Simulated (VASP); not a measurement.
# Mg16O in VASP: notebook, part 2 of 2

VASP 6.6.1. Earlier steps stand in the parts before.

## Step 4: Single point, PBE

Input file INCAR:

```
SYSTEM = Mg16O
PREC = Accurate
ENCUT = 520
EDIFF = 1E-6
ISMEAR = 0
SIGMA = 0.1
LREAL = Auto
LASPH = .True.
NELM = 100
ALGO = Normal
ISIF = 2
LWAVE = .False.
LCHARG = .False.
LDIPOL = .True.
IDIPOL = 3
DIPOL = 0.5 0.5 0.333
GGA = PE
NBANDS = 33
```

Input file KPOINTS:

```
Automatic mesh
0
Gamma
  6 6 1
  0 0 0
```

Input file POSCAR:

```
Mg16O
1.0
    6.4201385705      0.0000000000      0.0000000000
   -3.2100692852      5.5600030979      0.0000000000
    0.0000000000      0.0000000000     24.7147783802
Mg O
16 1
Direct
    0.3333333333      0.1666666667      0.1618464847
    0.3333333333      0.6666666667      0.1618464847
    0.8333333333      0.1666666667      0.1618464847
    0.8333333333      0.6666666667      0.1618464847
    0.1666666667      0.3333333333      0.2657906286
    0.1666666667      0.8333333333      0.2657906286
    0.6666666667      0.3333333333      0.2657906286
    0.6666666667      0.8333333333      0.2657906286
    0.3333333333      0.1666666667      0.3682830748
    0.3333333333      0.6666666667      0.3682830748
    0.8333333333      0.1666666667      0.3682830748
    0.8333333333      0.6666666667      0.3682830748
    0.1666666667      0.3333333333      0.4739989249
    0.1666666667      0.8333333333      0.4739989249
    0.6666666667      0.3333333333      0.4739989249
    0.6666666667      0.8333333333      0.4739989249
    0.1666666667      0.3333333333      0.5804129885
```

Potentials or basis: VASP PAW PBE potentials, release 64 (Mg, O).

Command:

```bash
> cat potpaw_PBE.64/Mg/POTCAR potpaw_PBE.64/O/POTCAR > POTCAR
> mpirun -np 1 vasp_std > vasp.out
```

OUTCAR:

```text
SYSTEM = Mg16O
   PREC = Accurate
   ENCUT = 520
   EDIFF = 1E-6
   ISMEAR = 0
   LREAL = Auto
   LASPH = .True.
   NELM = 100
   ISIF = 2
   GGA = PE

 ion  position               nearest neighbor table
   1  0.333  0.167  0.162-   5 3.17   7 3.17   6 3.17   3 3.21   3 3.21   2 3.21   2 3.21   4 3.21
                             4 3.21
   2  0.333  0.667  0.162-   6 3.17   8 3.17   5 3.17   4 3.21   4 3.21   1 3.21   1 3.21   3 3.21
                             3 3.21
   3  0.833  0.167  0.162-   7 3.17   5 3.17   8 3.17   1 3.21   1 3.21   4 3.21   4 3.21   2 3.21
                             2 3.21
   4  0.833  0.667  0.162-   8 3.17   6 3.17   7 3.17   2 3.21   2 3.21   3 3.21   3 3.21   1 3.21
                             1 3.21
[... 485 lines left out ...]
  external PRESSURE =      -8.0765512 kB  Pullay stress =       0.0000000 kB

 VOLUME and BASIS-vectors are now :
 -----------------------------------------------------------------------------
  energy-cutoff  :      520.00
  volume of cell :      882.22
      direct lattice vectors                 reciprocal lattice vectors
     6.420138570  0.000000000  0.000000000     0.155759878  0.089928007  0.000000000
    -3.210069285  5.560003098  0.000000000     0.000000000  0.179856015  0.000000000
     0.000000000  0.000000000 24.714778380     0.000000000  0.000000000  0.040461621

 POSITION                                       TOTAL-FORCE (eV/Angst)
 -----------------------------------------------------------------------------------
      1.60503      0.92667      4.00000        -0.014165      0.008178     -0.064772
     -0.00000      3.70667      4.00000        -0.000000     -0.016356     -0.064772
      4.81510      0.92667      4.00000         0.014165      0.008178     -0.064772
      3.21007      3.70667      4.00000        -0.000000      0.000000     -0.069452
      0.00000      1.85333      6.56896        -0.000000      0.000000     -0.000506
     -1.60503      4.63334      6.56896        -0.005444     -0.003143     -0.010647
[... 9 lines left out ...]
      1.60503      4.63334     11.71478        -0.013405      0.007739      0.251027
      0.00000      1.85333     14.34478        -0.000000      0.000000     -2.705284
 -----------------------------------------------------------------------------------
    total drift:                                0.000000     -0.000000      0.011028

  FREE ENERGIE OF THE ION-ELECTRON SYSTEM (eV)
  ---------------------------------------------------
  free  energy   TOTEN  =       -24.8368337377 eV

  energy  without entropy=      -24.7719783574  energy(sigma->0) =      -24.80440605

 vacuum level on the upper side and lower side of the slab         5.137         1.866
```

OSZICAR:

```text
N       E                     dE             d eps       ncg     rms          rms(c)
DAV:   1     0.115867831483E+03    0.11587E+03   -0.99979E+03   462   0.768E+02
DAV:   2    -0.111112371214E+01   -0.11698E+03   -0.11150E+03   634   0.112E+02
DAV:   3    -0.290435616992E+02   -0.27932E+02   -0.26089E+02   708   0.391E+01
[... 23 lines left out ...]
DAV:  27    -0.248368284061E+02   -0.16251E-05   -0.42518E-06   321   0.511E-03    0.566E-03
DAV:  28    -0.248368304812E+02   -0.20751E-05   -0.21067E-06   380   0.281E-03    0.342E-03
DAV:  29    -0.248368320012E+02   -0.15201E-05   -0.28960E-07   374   0.185E-03    0.155E-03
DAV:  30    -0.248368330367E+02   -0.10354E-05   -0.23481E-07   365   0.120E-03    0.224E-04
DAV:  31    -0.248368337377E+02   -0.70100E-06   -0.15775E-07   349   0.978E-04
   1 F= -.24836834E+02 E0= -.24804406E+02  d E =-.648554E-01
```

Wall time 6.2 min (1 thread of Intel Xeon 6975P-C (Granite Rapids), shared host); peak memory 0.85 GiB.

What came out:

```yaml
Free_energy: -24.8368 eV
Largest_force: 2.705 eV/Å
Band_gap_on_the_k_mesh: zero (bands 19 and 20 overlap by 0.68 eV)
```

Forces in eV/Å, atoms in the order of the input:
```
Mg  -0.014  0.008 -0.065
Mg   0.000 -0.016 -0.065
Mg   0.014  0.008 -0.065
Mg   0.000  0.000 -0.069
Mg   0.000  0.000 -0.001
Mg  -0.005 -0.003 -0.011
Mg   0.000  0.006 -0.011
Mg   0.005 -0.003 -0.011
Mg  -0.020  0.011  0.089
Mg   0.000 -0.023  0.089
Mg   0.020  0.011  0.089
Mg   0.000  0.000  0.093
Mg   0.000  0.000  1.889
Mg   0.013  0.008  0.251
Mg   0.000 -0.015  0.251
Mg  -0.013  0.008  0.251
O    0.000  0.000 -2.705
```

## Step 5: Single point, PBE

Input file INCAR:

```
SYSTEM = Mg16O
PREC     = Accurate       ! precision mode
ENCUT    = 520            ! plane-wave cutoff, eV
EDIFF    = 1E-7           ! SCF threshold, eV
ISMEAR   = 0              ! smearing method
SIGMA    = 0.1            ! smearing width, eV
LREAL    = Auto         
LASPH    = .True.         ! aspherical terms in the spheres
NELM     = 60             ! most SCF steps
ALGO     = Normal         ! electronic algorithm
ISIF     = 2              ! what is computed and relaxed
LWAVE    = .False.        ! write WAVECAR
LCHARG   = .True.         ! write CHGCAR
LDIPOL   = .True.       
IDIPOL   = 3            
DIPOL    = 0.5 0.5 0.336
GGA      = PE             ! functional
LELF     = .True.         ! ELF
LVHAR    = .True.       
LVACPOTAV= .True.       
NBANDS   = 33             ! bands
```

Input file KPOINTS:

```
regular mesh
0
Gamma
  6 6 1
  0 0 0
```

Edit POSCAR of step 4 so:

```diff
@@ -24,2 +24,2 @@
     0.6666666667      0.8333333333      0.4739989249
-    0.1666666667      0.3333333333      0.5804129885
+    0.1666666667      0.3333333333      0.6289669339
```

Command:

```bash
> cat potpaw_PBE.64/Mg/POTCAR potpaw_PBE.64/O/POTCAR > POTCAR
> mpirun -np 1 vasp_std > vasp.out
```

Wall time 7.7 min (1 thread of Intel Xeon 6975P-C (Granite Rapids), shared host); peak memory 0.86 GiB.

The run converged. Its results:

```
Free energy            : -22.9184 eV
Largest force          : 0.762 eV/Å
Band gap on the k mesh : zero (bands 19 and 20 overlap by 0.37 eV)
```

Forces on the atoms (eV/Å):
```
Mg  -0.016  0.009 -0.091
Mg   0.000 -0.018 -0.091
Mg   0.016  0.009 -0.091
Mg   0.000  0.000 -0.086
Mg   0.000  0.000 -0.003
Mg  -0.004 -0.002 -0.019
Mg   0.000  0.004 -0.019
Mg   0.004 -0.002 -0.019
Mg  -0.002  0.001  0.074
Mg   0.000 -0.003  0.074
Mg   0.002  0.001  0.074
Mg   0.000  0.000  0.063
Mg   0.000  0.000  0.464
Mg   0.005  0.003  0.144
Mg   0.000 -0.006  0.144
Mg  -0.005  0.003  0.144
O    0.000  0.000 -0.762
```

Levels at points of the mesh, in eV from the Fermi level:
```
           k point  band 17  band 18  band 19  band 20  band 21  band 22
(0.00, 0.00, 0.00)    -1.09    -0.84    -0.10    -0.04    -0.04     0.23
(0.50, 0.00, 0.00)    -0.07    -0.05     0.33     0.39     0.63     0.64
```

## Step 6: Single point, PBE

Input file INCAR:

```
SYSTEM = Mg16O
PREC = Accurate
ENCUT = 520
EDIFF = 1E-6
ISMEAR = 0
SIGMA = 0.1
LREAL = Auto
LASPH = .True.
NELM = 60
ALGO = Normal
ISIF = 2
LWAVE = .False.
LCHARG = .True.
LDIPOL = .True.
IDIPOL = 3
DIPOL = 0.5 0.5 0.328
GGA = PE
LELF = .True.
LVHAR = .True.
LVACPOTAV = .True.
NBANDS = 33
```

Input file KPOINTS:

```
Automatic mesh
0
Gamma
  6 6 1
  0 0 0
```

Edit POSCAR of step 5 so:

```diff
@@ -24,2 +24,2 @@
     0.6666666667      0.8333333333      0.4739989249
-    0.1666666667      0.3333333333      0.6289669339
+    0.3333333333      0.1666666667      0.4938251192
```

Potentials or basis: VASP PAW PBE potentials, release 64 (Mg, O).

Command:

```bash
> cat potpaw_PBE.64/Mg/POTCAR potpaw_PBE.64/O/POTCAR > POTCAR
> mpirun -np 1 vasp_std > vasp.out
```

It took 5.9 min on 1 thread of Intel Xeon 6975P-C (Granite Rapids), shared host; peak memory 0.85 GiB.

Results (log left out):

```
Free energy            : -30.6522 eV
Largest force          : 0.231 eV/Å
Band gap on the k mesh : zero (bands 19 and 20 overlap by 0.91 eV)
```

Forces in eV/Å, atoms in the order of the input:
```
Mg   0.000  0.000 -0.057
Mg   0.001  0.001 -0.053
Mg   0.000 -0.001 -0.053
Mg  -0.001  0.001 -0.053
Mg   0.009 -0.005 -0.041
Mg   0.000  0.011 -0.041
Mg  -0.009 -0.005 -0.041
Mg   0.000  0.000  0.016
Mg   0.000  0.000 -0.053
Mg   0.038  0.022  0.098
Mg   0.000 -0.043  0.098
Mg  -0.038  0.022  0.098
Mg  -0.155  0.090  0.145
Mg   0.000 -0.179  0.145
Mg   0.155  0.090  0.145
Mg   0.000  0.000 -0.228
O    0.000  0.000 -0.127
```

Levels at points of the mesh, in eV from the Fermi level:
| k point | band 17 | band 18 | band 19 | band 20 | band 21 | band 22 |
| --- | --- | --- | --- | --- | --- | --- |
| (0.00, 0.00, 0.00) | -1.05 | -0.90 | -0.90 | -0.63 | -0.21 | 0.25 |
| (0.50, 0.00, 0.00) | -0.60 | -0.21 | 0.28 | 0.50 | 0.74 | 1.35 |

## Step 7: Single point, PBE

Input file INCAR:

```
PREC = Accurate ; ENCUT = 520
EDIFF = 1E-7 ; ISMEAR = 0
SIGMA = 0.1 ; LREAL = Auto
LASPH = True ; NELM = 60
ALGO = Normal ; ISIF = 2
LWAVE = False ; LCHARG = False
LDIPOL = True ; IDIPOL = 3
DIPOL = 0.5 0.5 0.330 ; GGA = PE
NBANDS = 33
```

Input file KPOINTS:

```
Automatic mesh
0
Gamma
  6 6 1
```

Edit POSCAR of step 6 so:

```diff
@@ -24,2 +24,2 @@
     0.6666666667      0.8333333333      0.4739989249
-    0.3333333333      0.1666666667      0.4938251192
+    0.3333333333      0.1666666667      0.5290267296
```

Command:

```bash
> cat potpaw_PBE.64/Mg/POTCAR potpaw_PBE.64/O/POTCAR > POTCAR
> mpirun -np 1 vasp_std > vasp.out
```

It took 6.5 min on 1 thread of Intel Xeon 6975P-C (Granite Rapids), shared host; peak memory 0.86 GiB.

The run converged. Its results:

| Item | Value |
| --- | --- |
| Free energy | -29.1249 eV |
| Largest force | 3.336 eV/Å |
| Band gap on the k mesh | zero (bands 19 and 20 overlap by 1.24 eV) |

Forces on the atoms (eV/Å):
```
Mg   0.000  0.000 -0.044
Mg   0.009  0.005 -0.058
Mg   0.000 -0.010 -0.058
Mg  -0.009  0.005 -0.058
Mg  -0.006  0.003 -0.035
Mg   0.000 -0.007 -0.035
Mg   0.006  0.003 -0.035
Mg   0.000  0.000  0.043
Mg   0.000  0.000 -0.066
Mg   0.030  0.017  0.123
Mg   0.000 -0.034  0.123
Mg  -0.030  0.017  0.123
Mg   0.953 -0.550  1.149
Mg   0.000  1.101  1.149
Mg  -0.953 -0.550  1.149
Mg   0.000  0.000 -0.131
O    0.000  0.000 -3.336
```

Levels at points of the mesh, in eV from the Fermi level:
```tsv
k point	band 15	band 16	band 17	band 18	band 19	band 20	band 21	band 22	band 23	band 24
(0.00, 0.00, 0.00)	-1.15	-1.08	-1.08	-0.99	-0.99	-0.78	-0.34	0.24	0.30	0.30
(0.50, 0.00, 0.00)	-1.21	-1.06	-0.66	-0.36	0.46	0.49	0.77	1.29	1.51	1.54
```

## Step 8: The runs side by side

| cell | gap on the mesh (eV) | largest force (eV/Å) |
| --- | --- | --- |
| as given, atomic positions A | none | 1.61 |
| as given, atomic positions B | none | 0.84 |
| as given, atomic positions C | none | 2.71 |
| as given, atomic positions D | none | 0.76 |
| as given, atomic positions E | none | 0.23 |
| as given, atomic positions F | none | 3.34 |

Alike in all rows: task single point; level PBE; potentials or basis VASP PAW PBE potentials, release 64 (Mg, O); no spin polarisation; k mesh 6 × 6 × 1; cutoff (eV) 520; smearing gaussian 0.1 eV.

Total energies depend on the potentials used, so only differences within one code and one set of settings carry meaning.
